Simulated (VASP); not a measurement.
A run of VASP 6.6.1:

File INCAR:

```
SYSTEM = CaS
PREC = Accurate
ENCUT = 500
EDIFF = 1E-6
ISMEAR = 0
SIGMA = 0.05
LREAL = .False.
LASPH = .True.
NELM = 120
ALGO = Normal
ISIF = 2
LWAVE = .False.
LCHARG = .False.
GGA = PS
NBANDS = 15
GGA_COMPAT = .False.
```

Contents of KPOINTS:

```
regular mesh
0
Gamma
  6 6 6
  0 0 0
```

Contents of POSCAR:

```
CaS
1.0
    0.0000000000      2.8167353679      2.8167353679
    2.8167353679      0.0000000000      2.8167353679
    2.8167353679      2.8167353679      0.0000000000
Ca S
1 1
Direct
    0.0000000000      0.0000000000      0.0000000000
    0.5000000000      0.5000000000      0.5000000000
```

Potentials or basis: VASP PAW PBE potentials, release 64 (Ca_sv, S).

Command:

```bash
$ cat potpaw_PBE.64/Ca_sv/POTCAR potpaw_PBE.64/S/POTCAR > POTCAR
$ mpirun -np 1 vasp_std > vasp.out
```

Hardware: 1 thread of AMD EPYC 7R43 64-Core Processor (Zen 3), on a shared host.

Question: Estimate the wall time of this run.

Answer: Wall time 12 s on 1 thread of AMD EPYC 7R43 64-Core Processor (Zen 3) (shared host), peak memory 0.13 GiB. Counts: scf iterations 12, k points 16.
